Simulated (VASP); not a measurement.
# GaAs (F-43m) in VASP: a series of runs

The runs below take GaAs through single point, relaxation of cell and atoms, with LDA.

Program: VASP 6.6.1. These are calculated values, not measurements. Logs are shortened: lines on timing, memory, paths and dates and some standing lists are left out, and cuts for length are marked.

## (1) The cell of the first run

Symmetry: F-43m, No. 216, cubic system. The conventional cell has a = 5.603 Å, b = 5.603 Å, c = 5.603 Å, α = 90.00°, β = 90.00°, γ = 90.00°. Within 3.2 Å of Ga (site symmetry -43m) lie 4 As at 2.43 Å. As (site symmetry -43m) has 4 Ga at 2.43 Å within 3.2 Å.

## (2) Single point, LDA

File INCAR:

```
PREC = Accurate
ENCUT = 520
EDIFF = 1E-6
ISMEAR = 0
SIGMA = 0.02
LREAL = False
LASPH = True
NELM = 80
ALGO = Normal
ISIF = 2
LWAVE = False
LCHARG = True
GGA = CA
LELF = True
LVHAR = True
NBANDS = 16
```

File KPOINTS:

```
Automatic mesh
0
Gamma
  10 10 10
```

File POSCAR:

```
GaAs
1.0
    0.0000000000      2.8015378569      2.8015378569
    2.8015378569      0.0000000000      2.8015378569
    2.8015378569      2.8015378569      0.0000000000
Ga As
1 1
Direct
    0.0000000000      0.0000000000      0.0000000000
    0.7500000000      0.7500000000      0.7500000000
```

Potentials or basis: VASP PAW LDA potentials, release 64 (Ga_d, As).

Launch:

```
cat potpaw_LDA.64/Ga_d/POTCAR potpaw_LDA.64/As/POTCAR > POTCAR
mpirun -np 1 vasp_std > vasp.out
```

OUTCAR:

```text
PREC = Accurate
   ENCUT = 520
   EDIFF = 1E-6
   ISMEAR = 0
   LREAL = False
   LASPH = True
   NELM = 80
   ISIF = 2
   GGA = CA

 ion  position               nearest neighbor table
   1  0.000  0.000  0.000-   2 2.43   2 2.43   2 2.43   2 2.43
   2  0.750  0.750  0.750-   1 2.43   1 2.43   1 2.43   1 2.43

  LATTYP: Found a face centered cubic cell.
 ALAT       =     5.6030757138

  Lattice vectors:

 A1 = (   0.0000000000,   2.8015378569,   2.8015378569)
 A2 = (   2.8015378569,   0.0000000000,   2.8015378569)
 A3 = (   2.8015378569,   2.8015378569,   0.0000000000)

Analysis of symmetry for initial positions (statically):
=====================================================================
 Subroutine PRICEL returns:
 Original cell was already a primitive cell.

 Routine SETGRP: Setting up the symmetry group for a
 face centered cubic supercell.

 Subroutine GETGRP returns: Found 24 space group operations
 (whereof 24 operations were pure point group operations)
 out of a pool of 48 trial point group operations.

The static configuration has the point symmetry T_d .

Analysis of symmetry for dynamics (positions and initial velocities):
=====================================================================
 Subroutine PRICEL returns:
 Original cell was already a primitive cell.

 Routine SETGRP: Setting up the symmetry group for a
 face centered cubic supercell.

 Subroutine GETGRP returns: Found 24 space group operations
 (whereof 24 operations were pure point group operations)
 out of a pool of 48 trial point group operations.

The dynamic configuration has the point symmetry T_d .

 Subroutine INISYM returns: Found 24 space group operations
 (whereof 24 operations are pure point group operations),
 and found     1 'primitive' translations

----------------------------------------------------------------------------------------

                                     Primitive cell

  volume of cell :      43.9764

  direct lattice vectors                    reciprocal lattice vectors
     0.000000000  2.801537857  2.801537857    -0.178473405  0.178473405  0.178473405
     2.801537857  0.000000000  2.801537857     0.178473405 -0.178473405  0.178473405
     2.801537857  2.801537857  0.000000000     0.178473405  0.178473405 -0.178473405

  length of vectors
     3.961972833  3.961972833  3.961972833     0.309125005  0.309125005  0.309125005

  position of ions in fractional coordinates (direct lattice)
     0.000000000  0.000000000  0.000000000
     0.750000000  0.750000000  0.750000000

  ion indices of the primitive-cell ions
   primitive index   ion index
                 1           1
                 2           2

----------------------------------------------------------------------------------------

 KPOINTS: Automatic mesh

Automatic generation of k-mesh.
 Grid dimensions read from file:
 generate k-points for:   10   10   10

 Generating k-lattice:

  Cartesian coordinates                     Fractional coordinates (reciprocal lattice)
    -0.017847340  0.017847340  0.017847340     0.100000000  0.000000000  0.000000000
     0.017847340 -0.017847340  0.017847340     0.000000000  0.100000000  0.000000000
     0.017847340  0.017847340 -0.017847340     0.000000000  0.000000000  0.100000000

  Length of vectors
     0.030912500  0.030912500  0.030912500

  Shift w.r.t. Gamma in fractional coordinates (k-lattice)
     0.000000000  0.000000000  0.000000000

 Subroutine IBZKPT returns following result:
 ===========================================

 Found     47 irreducible k-points:

 Following reciprocal coordinates:
            Coordinates               Weight
  0.000000  0.000000  0.000000      1.000000
  0.100000  0.000000  0.000000      8.000000
  0.200000  0.000000  0.000000      8.000000
  0.300000  0.000000  0.000000      8.000000
  0.400000  0.000000  0.000000      8.000000
  0.500000  0.000000  0.000000      4.000000
[... 16 lines left out ...]
  0.300000  0.300000  0.000000      6.000000
  0.400000  0.300000  0.000000     24.000000
 [... further k-points ...]
   k-points           NKPTS =     47   k-points in BZ     NKDIM =     47   number of bands    NBANDS=     16
   number of dos      NEDOS =    301   number of ions     NIONS =      2
   total plane-waves  NPLWV =  27000
   dimension x,y,z NGX =    30 NGY =   30 NGZ =   30
   dimension x,y,z NGXF=    60 NGYF=   60 NGZF=   60
   ions per type =               1   1
   NGX,Y,Z   is equivalent  to a cutoff of  12.59, 12.59, 12.59 a.u.
   NGXF,Y,Z  is equivalent  to a cutoff of  25.18, 25.18, 25.18 a.u.
 SYSTEM =  unknown system
   PREC   = accura    normal or accurate (medium, high low for compatibility)
   ISTART =      0    job   : 0-new  1-cont  2-samecut
   ICHARG =      2    charge: 1-file 2-atom 10-const
   ISPIN  =      1    spin polarized calculation?
   LNONCOLLINEAR =      F non collinear calculations
   LSORBIT =      F    spin-orbit coupling
   LASPH  =      T    aspherical Exc in radial PAW
   ENCUT  =  520.0 eV  38.22 Ry    6.18 a.u.   7.37  7.37  7.37*2*pi/ulx,y,z
   NELM   =     80;   NELMIN=  2; NELMDL= -5     # of ELM steps
   EDIFF  = 0.1E-05   stopping-criterion for ELM
   LREAL  =      F    real-space projection
   EDIFFG = 0.1E-04   stopping-criterion for IOM
   NSW    =      0    number of steps for IOM
   IBRION =     -1    ionic relax: 0-MD 1-quasi-New 2-CG
   NFREE  =      0    steps in history (QN), initial steepest desc. (CG)
   ISIF   =      2    stress and relaxation
   ISYM   =      2    0-nonsym 1-usesym 2-fastsym
   POTIM  = 0.5000    time-step for ionic-motion
   TEBEG  =    0.0;   TEEND  =   0.0 temperature during run
   PSTRESS=    0.0 pullay stress
   NELECT =      18.0000    total number of electrons
   NUPDOWN=      -1.0000    fix difference up-down
   EMIN   =  10.00;   EMAX   =-10.00  energy-range for DOS
   EFERMI =   0.00;   METHOD = LEGACY
   ISMEAR =     0;   SIGMA  =   0.02  broadening in eV -4-tet -1-fermi 0-gaus
   EFERMI_NEDOS =   21; number of points for ismear=-14 and -15
   IALGO  =     38    algorithm
   IMIX   =      4    mixing-type and parameters
     AMIX     =   0.40;   BMIX     =  1.00
     AMIX_MAG =   1.60;   BMIX_MAG =  1.00
  volume/ion in A,a.u.               =      21.99       148.38
  Fermi-wavevector in a.u.,A,eV,Ry     =   1.215512  2.296984 20.102185  1.477469
  Thomas-Fermi vector in A             =   2.350896
   LORBIT       =      0    0 simple, 1 ext, 2 COOP (PROOUT), +10 PAW based schemes
   GGA     = CA    functional components
   LHFCALC =     F    Hartree Fock is set to
   AEXX    =    0.0000 exact exchange contribution
   IVDW    =     0    specifies the selected vdW correction
   LEPSILON=     F    determine dielectric tensor
   LRPA    =     F    only Hartree local field effects (RPA)
 non-spin polarized calculation
 Gauss-broadening in eV      SIGMA  =   0.02
  energy-cutoff  :      520.00
  volume of cell :       43.98
 maximum number of plane-waves:      1243
 NGX is ok and might be reduce to    30
   NGX = 15   NGY = 15   NGZ = 15

 number of electron      18.0000013 magnetization

 Free energy of the ion-electron system (eV)
  ---------------------------------------------------
  ext. energy  EPLUGINS =         0.00000000
  ---------------------------------------------------
  free energy    TOTEN  =        -9.64100891 eV

  energy without entropy =       -9.64100891  energy(sigma->0) =       -9.64100891

 E-fermi :   4.1605     XC(G=0): -10.0320

 val. band max:        4.0616926368   @ k =   0.0000   0.0000   0.0000
 cond. band min:       4.5980628212   @ k =   0.0000   0.0000   0.0000
 fundamental gap:      0.5363701843
 Fermi energy:         4.1604661017

 k-point     1 :       0.0000    0.0000    0.0000
  band No.  band energies     occupation
      1     -10.9175      2.00000
      2     -10.9175      2.00000
      3     -10.9175      2.00000
      4     -10.8326      2.00000
      5     -10.8326      2.00000
      6      -8.8993      2.00000
[... 8 lines left out ...]
     15      14.3008      0.00000
     16      14.3008      0.00000

 k-point     2 :       0.1000    0.0000    0.0000
  band No.  band energies     occupation
      1     -10.9272      2.00000
      2     -10.9149      2.00000
      3     -10.9149      2.00000
      4     -10.8327      2.00000
      5     -10.8327      2.00000
      6      -8.7773      2.00000
[... 8 lines left out ...]
     15      13.5588      0.00000
     16      13.5588      0.00000

 k-point     3 :       0.2000    0.0000    0.0000
  band No.  band energies     occupation
      1     -10.9507      2.00000
      2     -10.9088      2.00000
      3     -10.9088      2.00000
      4     -10.8327      2.00000
      5     -10.8327      2.00000
      6      -8.4266      2.00000
[... 8 lines left out ...]
     15      13.0418      0.00000
     16      13.0418      0.00000

 k-point     4 :       0.3000    0.0000    0.0000
  band No.  band energies     occupation
      1     -10.9768      2.00000
      2     -10.9022      2.00000
      3     -10.9022      2.00000
      4     -10.8316      2.00000
      5     -10.8316      2.00000
      6      -7.8995      2.00000
[... 8 lines left out ...]
     15      13.4289      0.00000
     16      13.4289      0.00000
[... 324 lines left out ...]
 k-point    22 :      -0.2000    0.2000    0.0000
  band No.  band energies     occupation
      1     -10.9838      2.00000
      2     -10.8984      2.00000
      3     -10.8967      2.00000
      4     -10.8360      2.00000
      5     -10.8306      2.00000
      6      -7.7186      2.00000
[... 8 lines left out ...]
     15      14.6489      0.00000
     16      15.4470      0.00000

 k-point    23 :       0.3000    0.3000    0.0000
  band No.  band energies     occupation
      1     -11.0027      2.00000
      2     -10.8833      2.00000
      3     -10.8833      2.00000
      4     -10.8501      2.00000
      5     -10.8236      2.00000
      6      -7.5524      2.00000
[... 8 lines left out ...]
     15      15.7575      0.00000
     16      16.5176      0.00000

 k-point    24 :       0.4000    0.3000    0.0000
  band No.  band energies     occupation
      1     -11.0156      2.00000
      2     -10.8785      2.00000
      3     -10.8768      2.00000
      4     -10.8522      2.00000
      5     -10.8223      2.00000
      6      -7.0916      2.00000
[... 8 lines left out ...]
     15      16.4688      0.00000
     16      16.9355      0.00000

 [... further k-points ...]

------------------------ aborting loop because EDIFF is reached ----------------------------------------

  FORCE on cell =-STRESS in cart. coord.  units (eV):
  Direction    XX          YY          ZZ          XY          YZ          ZX
  --------------------------------------------------------------------------------------
  -------------------------------------------------------------------------------------
  Total        0.0872391      0.0872391      0.0872391      0.0000000      0.0000000      0.0000000
  in kB        3.1783553      3.1783553      3.1783553      0.0000000      0.0000000      0.0000000
  external PRESSURE =       3.1783553 kB  Pullay stress =       0.0000000 kB

 VOLUME and BASIS-vectors are now :
 -----------------------------------------------------------------------------
  energy-cutoff  :      520.00
  volume of cell :       43.98
      direct lattice vectors                 reciprocal lattice vectors
     0.000000000  2.801537857  2.801537857    -0.178473405  0.178473405  0.178473405
     2.801537857  0.000000000  2.801537857     0.178473405 -0.178473405  0.178473405
     2.801537857  2.801537857  0.000000000     0.178473405  0.178473405 -0.178473405

 POSITION                                       TOTAL-FORCE (eV/Angst)
 -----------------------------------------------------------------------------------
      0.00000      0.00000      0.00000         0.000000      0.000000      0.000000
      4.20231      4.20231      4.20231        -0.000000     -0.000000     -0.000000
 -----------------------------------------------------------------------------------
    total drift:                                0.000000      0.000000      0.000000

  FREE ENERGIE OF THE ION-ELECTRON SYSTEM (eV)
  ---------------------------------------------------
  free  energy   TOTEN  =        -9.6410089084 eV

  energy  without entropy=       -9.6410089084  energy(sigma->0) =       -9.64100891
```

It took 40 s on 1 thread of Intel Xeon 8259CL, shared host; peak memory 0.17 GiB.

What came out:

```yaml
Free_energy: -9.6410 eV
Pressure: 0.3 GPa
Band_gap_on_the_k_mesh: 0.54 eV
```

A k mesh can miss the band edges.

## (3) Single point, LDA

File INCAR:

```
SYSTEM = GaAs
PREC     = Accurate       ! precision mode
ENCUT    = 520            ! plane-wave cutoff, eV
EDIFF    = 1E-7           ! SCF threshold, eV
ISMEAR   = 0              ! smearing method
SIGMA    = 0.01           ! smearing width, eV
LREAL    = .False.        ! projectors in reciprocal space
LASPH    = .True.         ! aspherical terms in the spheres
NELM     = 100            ! most SCF steps
ALGO     = Normal         ! electronic algorithm
ISIF     = 2              ! what is computed and relaxed
LWAVE    = .False.        ! write WAVECAR
LCHARG   = .False.        ! write CHGCAR
GGA      = CA             ! functional
NBANDS   = 16             ! bands
```

File KPOINTS:

```
regular mesh
0
Gamma
  12 12 12
  0 0 0
```

POSCAR is that of step 2.

Potentials or basis: VASP PAW LDA potentials, release 64 (Ga_d, As).

Launch:

```
cat potpaw_LDA.64/Ga_d/POTCAR potpaw_LDA.64/As/POTCAR > POTCAR
mpirun -np 1 vasp_std > vasp.out
```

Run time: 77 s. Hardware: 1 thread of Intel Xeon 8259CL, shared host; peak memory 0.18 GiB.

Results (log left out):

```yaml
Free_energy: -9.6420 eV
Pressure: 0.3 GPa
Band_gap_on_the_k_mesh: 0.54 eV
```

Levels at points of the mesh, in eV from the valence-band top:
| k point | band 7 | band 8 | band 9 | band 10 | band 11 | band 12 |
| --- | --- | --- | --- | --- | --- | --- |
| (0.00, 0.00, 0.00) | 0.00 | 0.00 | 0.00 | 0.54 | 3.68 | 3.68 |
| (0.50, 0.00, 0.00) | -6.84 | -1.19 | -1.19 | 0.94 | 4.59 | 4.59 |
| (0.50, 0.50, 0.00) | -7.00 | -2.79 | -2.79 | 1.29 | 1.54 | 10.26 |

A k mesh can miss the band edges.

## (4) Relaxation of cell and atoms, LDA

File INCAR:

```
SYSTEM = GaAs
  ALGO = Normal
  EDIFF = 1E-6
  EDIFFG = -0.002
  ENCUT = 600
  GGA = CA
  IBRION = 2
  ISIF = 3
  ISMEAR = 0
  LASPH = .TRUE.
  LCHARG = .FALSE.
  LREAL = .FALSE.
  LWAVE = .FALSE.
  NELM = 60
  NSW = 100
  PREC = Accurate
  SIGMA = 0.02
```

File KPOINTS:

```
k-points
0
G
  10 10 10
  0 0 0
```

POSCAR is that of step 3.

Launch:

```
cat potpaw_LDA.64/Ga_d/POTCAR potpaw_LDA.64/As/POTCAR > POTCAR
mpirun -np 1 vasp_std > vasp.out
```

Run time: 64 s. Hardware: 1 thread of Intel Xeon 8259CL, shared host; peak memory 0.18 GiB.

Results (log left out):

- Free energy: -9.6411 eV
- Relaxed volume: 22.08 Å³/atom
- Relaxed cell: a = 3.967 Å, b = 3.967 Å, c = 3.967 Å, α = 60.00°, β = 60.00°, γ = 60.00°
- Space group after relaxing (to 0.1 Å): F-43m (No. 216)
- Energy gained by relaxing: 0.1 meV/atom
- Ionic steps: 3
- Pressure after relaxing: 0.0 GPa
- Band gap on the k mesh: 0.51 eV

Step by step:
```tsv
step	energy change (eV)	largest force (eV/Å)	pressure (GPa)	volume (Å³)
1	0.0000	0.0000	0.29	43.98
2	-0.0001	0.0000	-0.20	44.23
3	-0.0002	0.0000	0.01	44.15
```

Final structure:
```
Ga As
1.0
     0.00000    2.80530    2.80530
     2.80530    0.00000    2.80530
     2.80530    2.80530    0.00000
Ga As
1 1
Cartesian
  0.0000 0.0000 0.0000
  4.2080 4.2080 4.2080
```

Levels at points of the mesh, in eV from the valence-band top:
```csv
k point,band 6,band 7,band 8,band 9,band 10,band 11,band 12,band 13
"(0.00, 0.00, 0.00)",-12.93,0.00,0.00,0.00,0.51,3.68,3.68,3.68
"(0.50, 0.00, 0.00)",-11.10,-6.82,-1.18,-1.18,0.93,4.59,4.59,7.59
"(0.50, 0.50, 0.00)",-10.32,-6.98,-2.77,-2.77,1.30,1.54,10.23,10.23
```

A k mesh can miss the band edges.

## (5) Summary

| task | cell | k mesh | cutoff (eV) | smearing | gap on the mesh (eV) | pressure (GPa) |
| --- | --- | --- | --- | --- | --- | --- |
| single point | as given | 10 × 10 × 10 | 520 | gaussian 0.02 eV | 0.54 | 0.3 |
| single point | as given | 12 × 12 × 12 | 520 | gaussian 0.01 eV | 0.54 | 0.3 |
| relaxation of cell and atoms | relaxed | 10 × 10 × 10 | 600 | gaussian 0.02 eV | 0.51 | 0.0 |

Alike in all rows: level LDA; potentials or basis VASP PAW LDA potentials, release 64 (Ga_d, As); no spin polarisation.

Absolute energies hang on the potentials; compare differences alone.
